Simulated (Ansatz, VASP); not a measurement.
**EuS: VASP beside Ansatz**

File INCAR:

```
SYSTEM = EuS
PREC = Accurate
ENCUT = 600
EDIFF = 1E-6
ISMEAR = -1
SIGMA = 0.08
LREAL = .False.
LASPH = .True.
NELM = 200
ALGO = Normal
ISIF = 2
LWAVE = .False.
LCHARG = .False.
ISPIN = 2
MAGMOM = 7 0
LORBIT = 11
LMAXMIX = 6
GGA = PS
NBANDS = 22
GGA_COMPAT = .False.
```

KPOINTS

```
regular mesh
0
Gamma
  10 10 10
  0 0 0
```

File POSCAR:

```
EuS
1.0
    0.0000000000      2.9242242605      2.9242242605
    2.9242242605      0.0000000000      2.9242242605
    2.9242242605      2.9242242605      0.0000000000
Eu S
1 1
Direct
    0.0000000000      0.0000000000      0.0000000000
    0.5000000000      0.5000000000      0.5000000000
```

Input for Ansatz:

```yaml
crystal:
  lattice:
    - [0.0, 2.9242242605, 2.9242242605]
    - [2.9242242605, 0.0, 2.9242242605]
    - [2.9242242605, 2.9242242605, 0.0]
  atoms:
    - { symbol: Eu, position: [0.0, 0.0, 0.0], spin: 7.0 }
    - { symbol: S, position: [0.5, 0.5, 0.5] }
magnetization:
  spin_polarized: true
kpoints:
  mp_grid: { grid: [10, 10, 10] }
  band_path:
    path:
      - [0.0, 0.0, 0.0]
      - [0.5, 0.0, 0.5]
      - [0.625, 0.25, 0.625]
      - [0.375, 0.375, 0.75]
      - [0.0, 0.0, 0.0]
      - [0.5, 0.5, 0.5]
      - [0.5, 0.25, 0.75]
      - [0.5, 0.0, 0.5]
    npoints: 5
scf:
  occupations: { method: fermi_dirac, width: 0.08 }
hamiltonian:
  xc: pbesol
  pseudopotentials: { kind: all_electron, lapw: { basis_error: 0.00025 } }
output:
  forces: true
  stress: true
  eigenvalues: true
```

Alike in both runs: task single point; functional PBEsol; k mesh 10 × 10 × 10; occupations fermi-dirac, width 0.08 eV; collinear spin.

|  | VASP | Ansatz |
| --- | --- | --- |
| version | VASP 6.6.1 | Ansatz 0.2.0 |
| potentials or method | VASP PAW PBE potentials, release 64 (Eu, S), cutoff 600 eV | all-electron LAPW, scalar-relativistic |

VASP gave:

* pressure (GPa): -3.6
* net moment per atom (μB): 3.46
* size of the moment on the site where the two differ most (μB): 6.55

**Question.** What did Ansatz give for the same quantities?

**Answer.** Pressure (GPa): -3.2; net moment per atom (μB): 3.47; size of the moment on the site where the two differ most (μB): 6.86.

VASP's potentials were made for PBE, not for PBEsol. Site moments also hang on the region over which each program counts them. Ansatz ran all-electron here, and VASP with PAW potentials.

Spin-orbit coupling is off throughout.
